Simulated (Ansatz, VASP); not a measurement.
## O: VASP beside Ansatz

```
O
1.0
     0.00000    1.87720    3.87267
     1.49169    0.00000    3.87267
     1.49169    1.87720    0.00000
O
2
Direct
  0.57890 0.57890 0.42110
  0.42110 0.42110 0.57890
```

Change from the starting cell: volume scaled by 0.98.

Alike in both runs: task single point; functional PBE; k mesh 12 × 12 × 12; occupations fermi-dirac, width 0.05 eV; no spin polarisation.

|  | VASP | Ansatz |
| --- | --- | --- |
| version | VASP 6.6.1 | Ansatz 0.2.0 |
| potentials or method | VASP PAW PBE potentials, release 64 (O) | Ansatz PAW |
| plane-wave cutoff (eV) | 520 | 420 |
| valence electrons in the cell | 12 | 12 |

Ansatz gave:

* gap on the k mesh at the Fermi level (eV): none
* pressure (GPa): 0.2
* traceless stress, the component that is largest in VASP (GPa): -3.66
* rms of the force components (eV/Å): 0.383

Problem. Estimate VASP's values.

Solution. gap on the k mesh at the Fermi level (eV): none; pressure (GPa): 3.3; traceless stress, the component that is largest in VASP (GPa): 3.07; rms of the force components (eV/Å): 0.272.

Atom by atom the forces differ by 0.655 eV/Å (rms over components). A gap of «none» marks a metal or a gap that the smearing closes.

Noted on VASP's run: the standard files for N, O and F lose accuracy on very short bonds; spin is off for a triplet molecule. Noted on Ansatz's run: Pulay correction over one GPa; spin is off for a triplet molecule.
